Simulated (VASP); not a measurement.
Here is a VASP 6.6.1 calculation.

Contents of POSCAR:

```
Sr
1.0
   -2.3619500000      2.3619500000      2.5879477096
    2.3619500000     -2.3619500000      2.5879477096
    2.3619500000      2.3619500000     -2.5879477096
Sr
1
Direct
    0.0000000000      0.0000000000      0.0000000000
```

The input INCAR.step1:

```
SYSTEM = Sr
ALGO     = Normal         ! electronic algorithm
EDIFF    = 1E-4           ! SCF threshold, eV
ENCUT    = 520            ! plane-wave cutoff, eV
GGA      = PE             ! functional
ISMEAR   = -1             ! smearing method
LASPH    = .True.         ! aspherical terms in the spheres
LCHARG   = .False.        ! write CHGCAR
LREAL    = .False.        ! projectors in reciprocal space
LWAVE    = .True.         ! write WAVECAR
NBANDS   = 11             ! bands
NELM     = 80             ! most SCF steps
PREC     = Accurate       ! precision mode
SIGMA    = 0.3            ! smearing width, eV
```

The input INCAR.step2:

```
SYSTEM = Sr
ALGO     = Normal         ! electronic algorithm
EDIFF    = 1E-6           ! SCF threshold, eV
ENCUT    = 520            ! plane-wave cutoff, eV
ISIF     = 2              ! what is computed and relaxed
ISMEAR   = -1             ! smearing method
ISTART   = 1            
LASPH    = .True.         ! aspherical terms in the spheres
LCHARG   = .False.        ! write CHGCAR
LMIXTAU  = .True.       
LREAL    = .False.        ! projectors in reciprocal space
LWAVE    = .False.        ! write WAVECAR
METAGGA  = R2SCAN         ! meta-GGA
NBANDS   = 11             ! bands
NELM     = 80             ! most SCF steps
PREC     = Accurate       ! precision mode
SIGMA    = 0.3            ! smearing width, eV
```

The input KPOINTS:

```
k-points
0
Gamma
  10 10 10
  0 0 0
```

Potentials or basis: VASP PAW PBE potentials, release 64 (Sr_sv).

Launch:

```console
$ cat potpaw_PBE.64/Sr_sv/POTCAR > POTCAR
$ cp INCAR.step1 INCAR
$ mpirun -np 1 vasp_std > vasp.out
$ cp INCAR.step2 INCAR
$ mpirun -np 1 vasp_std > vasp.out
```

(1) What does it give for the pressure?

(2) What does it give for the band gap on the k mesh?

## Answers

(1) -0.2 GPa.

(2) zero (bands 5 and 6 overlap by 0.19 eV).

Caveat: so wide a smearing shifts energies and pressures; the PAW data sets were made with another functional, which shifts forces and pressure a little.
